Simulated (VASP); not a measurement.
Input of a VASP 6.6.1 run:

The input INCAR:

```
SYSTEM = KTaO3
PREC = Accurate
ENCUT = 520
EDIFF = 1E-6
ISMEAR = 0
SIGMA = 0.05
LREAL = .FALSE.
LASPH = .TRUE.
NELM = 60
ALGO = Normal
ISIF = 2
LWAVE = .FALSE.
LCHARG = .FALSE.
GGA = PE
NBANDS = 27
```

Contents of KPOINTS:

```
regular mesh
0
G
  8 8 8
  0 0 0
```

The input POSCAR:

```
KTaO3
1.0
    4.1186297142      0.0000000000      0.0000000000
    0.0000000000      4.3065902416      0.0000000000
    0.0000000000      0.0000000000      4.0248506931
K Ta O
1 1 3
Direct
    0.5000000000      0.5000000000      0.5000000000
    0.0000000000      0.0000000000      0.0000000000
    0.5000000000      0.0000000000      0.0000000000
    0.0000000000      0.5000000000      0.0000000000
    0.0000000000      0.0000000000      0.5000000000
```

Potentials or basis: VASP PAW PBE potentials, release 64 (K_sv, Ta_pv, O).

Run with:

```sh
$ cat potpaw_PBE.64/K_sv/POTCAR potpaw_PBE.64/Ta_pv/POTCAR potpaw_PBE.64/O/POTCAR > POTCAR
$ mpirun -np 1 vasp_std > vasp.out
```

Question: Estimate the band gap on the k mesh.

Answer: 1.81 eV, indirect (least direct gap 2.36 eV).

Question: Predict the pressure.

Answer: -12.6 GPa.

Stress tensor (GPa, compression positive):
```
-11.81   0.00   0.00
  0.00 -20.64   0.00
  0.00   0.00  -5.37
```

Caveat: the cell differs from its parent crystal (normal strain along x +0.0233, normal strain along y +0.0700); spin-orbit coupling is left out, which moves the levels of the heavy elements. A k mesh can miss the band edges.
